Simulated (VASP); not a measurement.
# Co (P-3m1) in VASP: a series of runs

Co is run at these levels: PBEsol; tasks: single point.

Everything below comes from runs of VASP 6.6.1. Logs are shortened: lines on timing, memory, paths and dates and some standing lists are left out, and cuts for length are marked.

## 1. The cell of the first run

It takes space group P-3m1 (No. 164, trigonal). The conventional cell has a = 2.487 Å, b = 2.487 Å, c = 4.063 Å, α = 90.00°, β = 90.00°, γ = 120.00°. Within 3.2 Å of Co (site symmetry 3m) lie 12 Co at 2.42 to 2.55 Å.

## 2. Single point, PBEsol, collinear spin, ferromagnetic start

INCAR

```
PREC = Accurate ; ENCUT = 520
EDIFF = 1E-6 ; ISMEAR = -1
SIGMA = 0.05 ; LREAL = F
LASPH = T ; NELM = 150
ALGO = Normal ; ISIF = 2
LWAVE = F ; LCHARG = T
ISPIN = 2 ; MAGMOM = 2 2
LORBIT = 11 ; NUPDOWN = 4.0
LMAXMIX = 4 ; GGA = PS
LELF = T ; LVHAR = T
NBANDS = 20
```

KPOINTS

```
regular mesh
0
Gamma
  10 10 6
```

POSCAR

```
Co
1.0
    2.4873648738      0.0000000000      0.0000000000
   -1.2436824369      2.1541211692      0.0000000000
    0.0000000000      0.0000000000      4.0632895034
Co
2
Direct
    0.3333333333      0.6666666667      0.7401390000
    0.6666666667      0.3333333333      0.2598610000
```

Potentials or basis: VASP PAW PBE potentials, release 64 (Co).

The run is started by

```console
cat potpaw_PBE.64/Co/POTCAR > POTCAR
mpirun -np 1 vasp_std > vasp.out
```

OUTCAR:

```text
PREC = Accurate
   ENCUT = 520
   EDIFF = 1E-6
   ISMEAR = -1
   LREAL = F
   LASPH = T
   NELM = 150
   ISIF = 2
   ISPIN = 2
   LORBIT = 11
   NUPDOWN = 4.0
   GGA = PS

 ion  position               nearest neighbor table
   1  0.333  0.667  0.740-   2 2.42   2 2.42   2 2.42   2 2.55   2 2.55   2 2.55
   2  0.667  0.333  0.260-   1 2.42   1 2.42   1 2.42   1 2.55   1 2.55   1 2.55

  LATTYP: Found a hexagonal cell.
 ALAT       =     2.4873648738
 C/A-ratio  =     1.6335719565

  Lattice vectors:

 A1 = (   2.4873648738,   0.0000000000,   0.0000000000)
 A2 = (  -1.2436824369,   2.1541211692,   0.0000000000)
 A3 = (   0.0000000000,   0.0000000000,   4.0632895034)

Analysis of symmetry for initial positions (statically):
=====================================================================
 Subroutine PRICEL returns:
 Original cell was already a primitive cell.

 Routine SETGRP: Setting up the symmetry group for a
 hexagonal supercell.

 Subroutine GETGRP returns: Found 12 space group operations
 (whereof 12 operations were pure point group operations)
 out of a pool of 24 trial point group operations.

The static configuration has the point symmetry D_3d.

Analysis of symmetry for dynamics (positions and initial velocities):
=====================================================================
 Subroutine PRICEL returns:
 Original cell was already a primitive cell.

 Routine SETGRP: Setting up the symmetry group for a
 hexagonal supercell.

 Subroutine GETGRP returns: Found 12 space group operations
 (whereof 12 operations were pure point group operations)
 out of a pool of 24 trial point group operations.

The dynamic configuration has the point symmetry D_3d.

Analysis of structural, dynamic, and magnetic symmetry:
=====================================================================
 Subroutine PRICEL returns:
 Original cell was already a primitive cell.

 Routine SETGRP: Setting up the symmetry group for a
 hexagonal supercell.

 Subroutine GETGRP returns: Found 12 space group operations
 (whereof 12 operations were pure point group operations)
 out of a pool of 24 trial point group operations.

The overall configuration has the point symmetry D_3d.

 Subroutine INISYM returns: Found 12 space group operations
 (whereof 12 operations are pure point group operations),
 and found     1 'primitive' translations

----------------------------------------------------------------------------------------

                                     Primitive cell

  volume of cell :      21.7715

  direct lattice vectors                    reciprocal lattice vectors
     2.487364874  0.000000000  0.000000000     0.402031889  0.232113220  0.000000000
    -1.243682437  2.154121169  0.000000000     0.000000000  0.464226439  0.000000000
     0.000000000  0.000000000  4.063289503     0.000000000  0.000000000  0.246106018

  length of vectors
     2.487364874  2.487364874  4.063289503     0.464226439  0.464226439  0.246106018

  position of ions in fractional coordinates (direct lattice)
     0.333333333  0.666666667  0.740139000
     0.666666667  0.333333333  0.259861000

  ion indices of the primitive-cell ions
   primitive index   ion index
                 1           1
                 2           2

----------------------------------------------------------------------------------------

 KPOINTS: regular mesh

Automatic generation of k-mesh.
 Grid dimensions read from file:
 generate k-points for:   10   10    6

 Generating k-lattice:

  Cartesian coordinates                     Fractional coordinates (reciprocal lattice)
     0.040203189  0.023211322  0.000000000     0.100000000  0.000000000  0.000000000
     0.000000000  0.046422644  0.000000000     0.000000000  0.100000000  0.000000000
     0.000000000  0.000000000  0.041017670     0.000000000  0.000000000  0.166666667

  Length of vectors
     0.046422644  0.046422644  0.041017670

  Shift w.r.t. Gamma in fractional coordinates (k-lattice)
     0.000000000  0.000000000  0.000000000

 Subroutine IBZKPT returns following result:
 ===========================================

 Found     72 irreducible k-points:

 Following reciprocal coordinates:
            Coordinates               Weight
  0.000000  0.000000  0.000000      1.000000
  0.100000 -0.000000  0.000000      6.000000
  0.200000 -0.000000  0.000000      6.000000
  0.300000 -0.000000  0.000000      6.000000
  0.400000 -0.000000  0.000000      6.000000
  0.500000 -0.000000  0.000000      3.000000
[... 16 lines left out ...]
  0.000000  0.400000  0.166667      6.000000
  0.500000 -0.000000  0.166667      6.000000
 [... further k-points ...]
   k-points           NKPTS =     72   k-points in BZ     NKDIM =     72   number of bands    NBANDS=     20
   number of dos      NEDOS =    301   number of ions     NIONS =      2
   total plane-waves  NPLWV =   9720
   dimension x,y,z NGX =    18 NGY =   18 NGZ =   30
   dimension x,y,z NGXF=    36 NGYF=   36 NGZF=   60
   ions per type =               2
   NGX,Y,Z   is equivalent  to a cutoff of  12.03, 12.03, 12.27 a.u.
   NGXF,Y,Z  is equivalent  to a cutoff of  24.06, 24.06, 24.55 a.u.
 SYSTEM =  unknown system
   PREC   = accura    normal or accurate (medium, high low for compatibility)
   ISTART =      0    job   : 0-new  1-cont  2-samecut
   ICHARG =      2    charge: 1-file 2-atom 10-const
   ISPIN  =      2    spin polarized calculation?
   LNONCOLLINEAR =      F non collinear calculations
   LSORBIT =      F    spin-orbit coupling
   LASPH  =      T    aspherical Exc in radial PAW
   ENCUT  =  520.0 eV  38.22 Ry    6.18 a.u.   4.62  4.62  7.56*2*pi/ulx,y,z
   NELM   =    150;   NELMIN=  2; NELMDL= -5     # of ELM steps
   EDIFF  = 0.1E-05   stopping-criterion for ELM
   LREAL  =      F    real-space projection
   EDIFFG = 0.1E-04   stopping-criterion for IOM
   NSW    =      0    number of steps for IOM
   IBRION =     -1    ionic relax: 0-MD 1-quasi-New 2-CG
   NFREE  =      0    steps in history (QN), initial steepest desc. (CG)
   ISIF   =      2    stress and relaxation
   ISYM   =      2    0-nonsym 1-usesym 2-fastsym
   POTIM  = 0.5000    time-step for ionic-motion
   TEBEG  =    0.0;   TEEND  =   0.0 temperature during run
   PSTRESS=    0.0 pullay stress
   NELECT =      18.0000    total number of electrons
   NUPDOWN=       4.0000    fix difference up-down
   EMIN   =  10.00;   EMAX   =-10.00  energy-range for DOS
   EFERMI =   0.00;   METHOD = LEGACY
   ISMEAR =    -1;   SIGMA  =   0.05  broadening in eV -4-tet -1-fermi 0-gaus
   EFERMI_NEDOS =   21; number of points for ismear=-14 and -15
   IALGO  =     38    algorithm
   IMIX   =      4    mixing-type and parameters
     AMIX     =   0.40;   BMIX     =  1.00
     AMIX_MAG =   1.60;   BMIX_MAG =  1.00
  volume/ion in A,a.u.               =      10.89        73.46
  Fermi-wavevector in a.u.,A,eV,Ry     =   1.536514  2.903591 32.121660  2.360875
  Thomas-Fermi vector in A             =   2.643152
   LORBIT       =     11    0 simple, 1 ext, 2 COOP (PROOUT), +10 PAW based schemes
   GGA     = PS    functional components
   LHFCALC =     F    Hartree Fock is set to
   AEXX    =    0.0000 exact exchange contribution
   IVDW    =     0    specifies the selected vdW correction
   LEPSILON=     F    determine dielectric tensor
   LRPA    =     F    only Hartree local field effects (RPA)
 spin polarized calculation
  energy-cutoff  :      520.00
  volume of cell :       21.77
 maximum number of plane-waves:       600
   NGX =  9   NGY =  9   NGZ = 15

 number of electron      17.9999996 magnetization       3.9999999

 Free energy of the ion-electron system (eV)
  ---------------------------------------------------
  ext. energy  EPLUGINS =         0.00000000
  ---------------------------------------------------
  free energy    TOTEN  =       -15.15277763 eV

  energy without entropy =      -15.13636991  energy(sigma->0) =      -15.14457377

 E-fermi :   9.8278     XC(G=0): -13.5656

 val. band max:       11.0513215430   @ k =   0.3000  -0.0000   0.3333
 cond. band min:       9.8316776015   @ k =   0.5000  -0.0000   0.1667
 fundamental gap:     -1.2196439414
 Fermi energy:        11.0634780490

 spin component 1

 k-point     1 :       0.0000    0.0000    0.0000
  band No.  band energies     occupation
      1       0.9705      1.00000
      2       4.6894      1.00000
      3       7.1567      1.00000
      4       7.1968      1.00000
      5       7.1968      1.00000
      6       7.4915      1.00000
[... 12 lines left out ...]
     19      35.8709      0.00000
     20      35.8709      0.00000

 k-point     2 :       0.1000   -0.0000    0.0000
  band No.  band energies     occupation
      1       1.3208      1.00000
      2       4.8973      1.00000
      3       6.9026      1.00000
      4       7.3564      1.00000
      5       7.3663      1.00000
      6       7.4517      1.00000
[... 498 lines left out ...]
 k-point    24 :       0.5000   -0.0000    0.1667
  band No.  band energies     occupation
      1       4.8110      1.00000
      2       5.1135      1.00000
      3       5.7754      1.00000
      4       6.4477      1.00000
      5       7.1770      1.00000
      6       7.6365      1.00000
[... 12 lines left out ...]
     19      32.2412      0.00000
     20      32.9636      0.00000

 [... further k-points ...]

 spin component 2

 k-point     1 :       0.0000    0.0000    0.0000
  band No.  band energies     occupation
      1       1.2346      1.00000
      2       5.8977      1.00000
      3       9.0347      1.00000
      4       9.1438      1.00000
      5       9.1438      1.00000
      6       9.4537      0.99944
[... 12 lines left out ...]
     19      36.4455      0.00000
     20      36.4455      0.00000

 k-point     2 :       0.1000   -0.0000    0.0000
  band No.  band energies     occupation
      1       1.5867      1.00000
      2       6.1367      1.00000
      3       8.7523      1.00000
      4       9.1005      1.00000
      5       9.3039      0.99997
      6       9.3222      0.99996
[... 498 lines left out ...]
 k-point    24 :       0.5000   -0.0000    0.1667
  band No.  band energies     occupation
      1       6.0854      1.00000
      2       6.5650      1.00000
      3       7.2278      1.00000
      4       7.8678      1.00000
      5       9.1479      1.00000
      6       9.4290      0.99966
[... 12 lines left out ...]
     19      32.8125      0.00000
     20      33.5291      0.00000

 [... further k-points ...]
[... 5 lines left out ...]
  --------------------------------------------------------------------------------------
  -------------------------------------------------------------------------------------
  Total       -0.2898043     -0.2898043     -0.3561491      0.0000000      0.0000000      0.0000000
  in kB      -21.3269113    -21.3269113    -26.2092803      0.0000000      0.0000000      0.0000000
  external PRESSURE =     -22.9543676 kB  Pullay stress =       0.0000000 kB

 VOLUME and BASIS-vectors are now :
 -----------------------------------------------------------------------------
  energy-cutoff  :      520.00
  volume of cell :       21.77
      direct lattice vectors                 reciprocal lattice vectors
     2.487364874  0.000000000  0.000000000     0.402031889  0.232113220  0.000000000
    -1.243682437  2.154121169  0.000000000     0.000000000  0.464226439  0.000000000
     0.000000000  0.000000000  4.063289503     0.000000000  0.000000000  0.246106018

 POSITION                                       TOTAL-FORCE (eV/Angst)
 -----------------------------------------------------------------------------------
     -0.00000      1.43608      3.00740        -0.000000      0.000000      0.459645
      1.24368      0.71804      1.05589         0.000000     -0.000000     -0.459645
 -----------------------------------------------------------------------------------
    total drift:                                0.000000     -0.000000     -0.000000

  FREE ENERGIE OF THE ION-ELECTRON SYSTEM (eV)
  ---------------------------------------------------
  free  energy   TOTEN  =       -15.1527776322 eV

  energy  without entropy=      -15.1363699150  energy(sigma->0) =      -15.14457377

 total charge

# of ion       s       p       d       tot
------------------------------------------
    1        0.504   0.550   7.206   8.261
    2        0.504   0.550   7.206   8.261
--------------------------------------------------
tot          1.009   1.101  14.412  16.522

 magnetization (x)

# of ion       s       p       d       tot
------------------------------------------
    1        0.004  -0.002   1.983   1.985
    2        0.004  -0.002   1.983   1.985
--------------------------------------------------
tot          0.007  -0.004   3.967   3.970
```

It took 76 s on 1 thread of Intel Xeon 8259CL, shared host; peak memory 0.17 GiB.

Results:

| Property | Result |
| --- | --- |
| Free energy | -15.1528 eV |
| Pressure | -2.3 GPa |
| Largest force | 0.460 eV/Å |
| Net moment | 4.00 μB per cell |
| Site moments | Co +1.99 μB |
| Valence electrons inside the program's atomic spheres | Co 8.26 |

Forces on the atoms (eV/Å):
```
Co   0.000  0.000  0.460
Co   0.000  0.000 -0.460
```

Caveat: the PAW data sets were made with another functional, which shifts forces and pressure a little; the total moment is fixed, so each spin has its own Fermi level and the state may be an excited one.

## 3. Single point, PBEsol, collinear spin, ferromagnetic start

INCAR

```
SYSTEM = Co
PREC = Accurate
ENCUT = 520
EDIFF = 1E-7
ISMEAR = -1
SIGMA = 0.05
LREAL = .False.
LASPH = .True.
NELM = 150
ALGO = Normal
ISIF = 2
LWAVE = .False.
LCHARG = .False.
ISPIN = 2
MAGMOM = 2.5 2.5
LORBIT = 11
NUPDOWN = 5.0
LMAXMIX = 4
GGA = PS
NBANDS = 20
```

KPOINTS

```
regular mesh
0
Gamma
  10 10 6
  0 0 0
```

POSCAR is that of step 2.

Potentials or basis: VASP PAW PBE potentials, release 64 (Co).

The run is started by

```console
cat potpaw_PBE.64/Co/POTCAR > POTCAR
mpirun -np 1 vasp_std > vasp.out
```

It took 84 s on 1 thread of Intel Xeon 8259CL, shared host; peak memory 0.17 GiB.

The run converged. Its results:

```yaml
Free_energy: -13.9909 eV
Pressure: 12.5 GPa
Largest_force: 0.862 eV/Å
Net_moment: 5.00 μB per cell
Site_moments: Co +2.43 μB
Valence_electrons_inside_the_program's_atomic_spheres: Co 8.24
```

Forces in eV/Å, atoms in the order of the input:
```
Co   0.000  0.000  0.862
Co   0.000  0.000 -0.862
```

Stress tensor (GPa, compression positive):
```
10.96  0.00  0.00
 0.00 10.96  0.00
 0.00  0.00 15.53
```

Caveat: the cell stands under pressure; the PAW data sets were made with another functional, which shifts forces and pressure a little; the total moment is fixed, so each spin has its own Fermi level and the state may be an excited one.

## 4. Single point, PBEsol, collinear spin, ferromagnetic start

INCAR

```
SYSTEM = Co
PREC = Accurate
ENCUT = 520
EDIFF = 1E-6
ISMEAR = -1
SIGMA = 0.05
LREAL = .FALSE.
LASPH = .TRUE.
NELM = 150
ALGO = Normal
ISIF = 2
LWAVE = .FALSE.
LCHARG = .FALSE.
ISPIN = 2
MAGMOM = 3 3
LORBIT = 11
NUPDOWN = 6.0
LMAXMIX = 4
GGA = PS
NBANDS = 20
```

KPOINTS

```
Automatic mesh
0
G
  10 10 6
  0 0 0
```

POSCAR is that of step 3.

The run is started by

```console
cat potpaw_PBE.64/Co/POTCAR > POTCAR
mpirun -np 1 vasp_std > vasp.out
```

Wall time 87 s (1 thread of Intel Xeon 8259CL, shared host); peak memory 0.16 GiB.

It converged, with:

```
Free energy                                           : -11.6546 eV
Pressure                                              : 34.1 GPa
Largest force                                         : 1.035 eV/Å
Net moment                                            : 6.00 μB per cell
Site moments                                          : Co +2.86 μB
Valence electrons inside the program's atomic spheres : Co 8.22
```

Forces in eV/Å, atoms in the order of the input:
```
Co   0.000  0.000  1.035
Co   0.000  0.000 -1.035
```

Stress tensor (GPa, compression positive):
```
33.01  0.00  0.00
 0.00 33.01  0.00
 0.00  0.00 36.18
```

Caveat: the cell stands under pressure; the PAW data sets were made with another functional, which shifts forces and pressure a little; the total moment is fixed, so each spin has its own Fermi level and the state may be an excited one.

## 5. The runs side by side

| fixed moment (μB) | pressure (GPa) | moment (μB) | largest force (eV/Å) |
| --- | --- | --- | --- |
| 4.0 | -2.3 | 4.00 | 0.46 |
| 5.0 | 12.5 | 5.00 | 0.86 |
| 6.0 | 34.1 | 6.00 | 1.03 |

Alike in all rows: task single point; level PBEsol; potentials or basis VASP PAW PBE potentials, release 64 (Co); spin collinear, ferromagnetic start; cell as given; k mesh 10 × 10 × 6; cutoff (eV) 520; smearing fermi-dirac 0.05 eV.

Caveats: the PAW data sets were made with another functional, which shifts forces and pressure a little; the total moment is fixed, so each spin has its own Fermi level and the state may be an excited one; the cell stands under pressure (at least some runs).

Absolute energies hang on the potentials; compare differences alone.
